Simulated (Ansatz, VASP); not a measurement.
# TaN: VASP beside Ansatz

The input POSCAR:

```
TaN
1.0
    0.0000000000      2.2113230000      2.2113230000
    2.2113230000      0.0000000000      2.2113230000
    2.2113230000      2.2113230000      0.0000000000
Ta N
1 1
Direct
    0.5000000000      0.5000000000      0.5000000000
    0.0000000000      0.0000000000      0.0000000000
```

INCAR.step1

```
PREC = Accurate
ENCUT = 660
ISMEAR = -1
SIGMA = 0.05
LREAL = F
LASPH = T
NELM = 200
LMAXMIX = 4
LDAU = T
LDAUTYPE = 2
LDAUL = 2 -1
LDAUU = 8 0
LDAUJ = 0 0
NBANDS = 16
GGA = PE
ALGO = Normal
EDIFF = 1E-5
LWAVE = T
LCHARG = F
GGA_COMPAT = F
```

File INCAR.step2:

```
PREC = Accurate
ENCUT = 660
EDIFF = 1E-6
ISMEAR = -1
SIGMA = 0.05
LREAL = F
LASPH = T
NELM = 200
ALGO = Normal
ISIF = 2
LWAVE = F
LCHARG = F
LMAXMIX = 4
LDAU = T
LDAUTYPE = 2
LDAUL = 2 -1
LDAUU = 8 0
LDAUJ = 0 0
LDAUPRINT = 1
METAGGA = R2SCAN
LMIXTAU = T
NBANDS = 16
ISTART = 1
GGA_COMPAT = F
```

The input KPOINTS:

```
Automatic mesh
0
Gamma
  10 10 10
```

The input input.yaml:

```yaml
crystal:
  lattice:
    - [0.0, 2.211323, 2.211323]
    - [2.211323, 0.0, 2.211323]
    - [2.211323, 2.211323, 0.0]
  atoms:
    - { symbol: Ta, position: [0.5, 0.5, 0.5] }
    - { symbol: "N", position: [0.0, 0.0, 0.0] }
hamiltonian:
  xc: r2scan
  pseudopotentials: { kind: paw }
  hubbard: { sites: [{ species: Ta, l: d, u_eff: 8.0 }] }
kpoints:
  mp_grid: { grid: [10, 10, 10] }
scf:
  occupations: { method: fermi_dirac, width: 0.05 }
  n_extra_bands: 6
output:
  forces: true
  stress: true
  eigenvalues: true
  dos: { projected: true, de: 0.05, nscf_kmesh: { grid: [15, 15, 15] } }
```

Alike in both runs: functional r2SCAN; k mesh 10 × 10 × 10; occupations fermi-dirac, width 0.05 eV; no spin polarisation; Hubbard terms Ta d U = 8.0 eV.

|  | VASP | Ansatz |
| --- | --- | --- |
| version | VASP 6.6.1 | Ansatz 0.2.0 |
| potentials or method | VASP PAW PBE potentials, release 64 (Ta_sv_GW, N) | Ansatz PAW |
| plane-wave cutoff (eV) | 660 | 500 |
| valence electrons in the cell | 18 | 18 |
| task | single point | projected density of states |

Ansatz gave:

| Property | Result |
| --- | --- |
| gap on the k mesh at the Fermi level (eV) | none |
| pressure (GPa) | 2.5 |

Problem. Estimate VASP's values.

Solution. gap on the k mesh at the Fermi level (eV): none; pressure (GPa): 18.8.

VASP's potentials were made for PBE, not for r2SCAN. The programs project onto different local orbitals, so the same U acts differently, and such runs can settle in different states. A gap of «none» marks a metal or a gap that the smearing closes.

Neither program's run includes spin-orbit coupling.
